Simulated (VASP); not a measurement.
A run of VASP 6.6.1 is set up as follows.

File POSCAR:

```
Hf
1.0
   -1.7758820050      1.7758820050      1.8646761052
    1.7758820050     -1.7758820050      1.8646761052
    1.7758820050      1.7758820050     -1.8646761052
Hf
1
Direct
    0.0000000000      0.0000000000      0.0000000000
```

INCAR.step1

```
PREC     = Accurate       # precision mode
ENCUT    = 520            # plane-wave cutoff, eV
ISMEAR   = 0              # smearing method
SIGMA    = 0.15           # smearing width, eV
LREAL    = False          # projectors in reciprocal space
LASPH    = True           # aspherical terms in the spheres
NELM     = 100            # most SCF steps
NBANDS   = 11             # bands
GGA      = PE             # functional
ALGO     = Normal         # electronic algorithm
EDIFF    = 1E-4           # SCF threshold, eV
LWAVE    = True           # write WAVECAR
LCHARG   = False          # write CHGCAR
```

Contents of INCAR.step2:

```
PREC     = Accurate       # precision mode
ENCUT    = 520            # plane-wave cutoff, eV
EDIFF    = 1E-6           # SCF threshold, eV
ISMEAR   = 0              # smearing method
SIGMA    = 0.15           # smearing width, eV
LREAL    = False          # projectors in reciprocal space
LASPH    = True           # aspherical terms in the spheres
NELM     = 100            # most SCF steps
ALGO     = Normal         # electronic algorithm
ISIF     = 2              # what is computed and relaxed
LWAVE    = False          # write WAVECAR
LCHARG   = False          # write CHGCAR
METAGGA  = R2SCAN         # meta-GGA
LMIXTAU  = True         
NBANDS   = 11             # bands
ISTART   = 1
```

The input KPOINTS:

```
regular mesh
0
Gamma
  20 20 20
```

Potentials or basis: VASP PAW PBE potentials, release 64 (Hf_pv).

The run is started by

```sh
$ cat potpaw_PBE.64/Hf_pv/POTCAR > POTCAR
$ cp INCAR.step1 INCAR
$ mpirun -np 1 vasp_std > vasp.out
$ cp INCAR.step2 INCAR
$ mpirun -np 1 vasp_std > vasp.out
```

Task: Estimate the pressure.

Result: -5.7 GPa.

Task: Predict the band gap on the k mesh.

Result: Zero (bands 5 and 6 overlap by 2.27 eV).

Stress tensor (GPa, compression positive):
```
-6.75  0.00  0.00
 0.00 -6.75  0.00
 0.00  0.00 -3.71
```

Caveat: the cell stands under tension; the PAW data sets were made with another functional, which shifts forces and pressure a little; spin-orbit coupling is left out, which moves the levels of the heavy elements.
